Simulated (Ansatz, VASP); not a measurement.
# W: VASP beside Ansatz

INCAR

```
  PREC = Accurate
  ENCUT = 600
  EDIFF = 1E-6
  ISMEAR = 0
  SIGMA = 0.1
  LREAL = F
  LASPH = T
  NELM = 60
  ALGO = Normal
  ISIF = 3
  LWAVE = F
  LCHARG = F
  GGA = PS
  IBRION = 2
  NSW = 70
  EDIFFG = -0.005
```

Contents of KPOINTS:

```
regular mesh
0
Gamma
  18 18 18
```

The input POSCAR:

```
W
1.0
   -1.5917776932      1.5917776932      1.5917776932
    1.5917776932     -1.5917776932      1.5917776932
    1.5917776932      1.5917776932     -1.5917776932
W
1
Direct
    0.0000000000      0.0000000000      0.0000000000
```

Input for Ansatz:

```yaml
crystal:
  lattice:
    - [-1.5917776932, 1.5917776932, 1.5917776932]
    - [1.5917776932, -1.5917776932, 1.5917776932]
    - [1.5917776932, 1.5917776932, -1.5917776932]
  atoms:
    - { symbol: W, position: [0.0, 0.0, 0.0] }
basis:
  ecutwfc: 420
kpoints:
  mp_grid: { grid: [18, 18, 18] }
hamiltonian:
  xc: pbesol
scf:
  occupations: { method: gaussian, width: 0.1 }
output:
  forces: true
  stress: true
  eigenvalues: true
relax:
  adjacent_minimum: "off"
  f_tol: 0.005
  max_steps: 50
  cell: { stress_tol: 0.05 }
```

Alike in both runs: task relaxation of cell and atoms; functional PBEsol; k mesh 18 × 18 × 18; occupations gaussian, width 0.1 eV; no spin polarisation.

|  | VASP | Ansatz |
| --- | --- | --- |
| version | VASP 6.6.1 | Ansatz 0.2.0 |
| potentials or method | VASP PAW PBE potentials, release 64 (W_sv), cutoff 600 eV | scalar-relativistic, plane waves, PAW |
| valence electrons in the cell | 14 | 14 |

|  | VASP | Ansatz | Ansatz less VASP |
| --- | --- | --- | --- |
| gap on the k mesh at the Fermi level, each at its own relaxed structure (eV) | none | none | - |
| relaxed volume (Å³/atom) | 15.73 | 15.69 | -0.036 |
| relaxed cell length with the largest relative difference (Å) | 2.734 | 2.732 | -0.0021 |

VASP's potentials were made for PBE, not for PBEsol. A gap of «none» marks a metal or a gap that the smearing closes.

Spin-orbit coupling is off throughout.
